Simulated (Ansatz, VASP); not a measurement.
## Ir: VASP beside Ansatz

```
Ir
1.0
     0.00000    1.97329    1.97329
     1.97329    0.00000    1.97329
     1.97329    1.97329    0.00000
Ir
1
Direct
  0.00000 0.00000 0.00000
```

Alike in both runs: task single point; functional PBE; k mesh 18 × 18 × 18; occupations gaussian, width 0.1 eV; no spin polarisation.

|  | VASP | Ansatz |
| --- | --- | --- |
| version | VASP 6.6.1 | Ansatz 0.2.0 |
| potentials or method | VASP PAW PBE potentials, release 64 (Ir), cutoff 520 eV | scalar-relativistic, plane waves, PAW |
| valence electrons in the cell | 9 | 17 |

VASP gave:

```
gap on the k mesh at the Fermi level (eV) : none
pressure (GPa)                            : -17.2
```

Which values does Ansatz return?

gap on the k mesh at the Fermi level (eV): none; pressure (GPa): -17.5.

A gap of «none» marks a metal or a gap that the smearing closes. VASP's potentials hold 9 valence electrons a cell and Ansatz's 17, so a difference there can come from the potentials and not from the codes.

Spin-orbit coupling is off throughout.
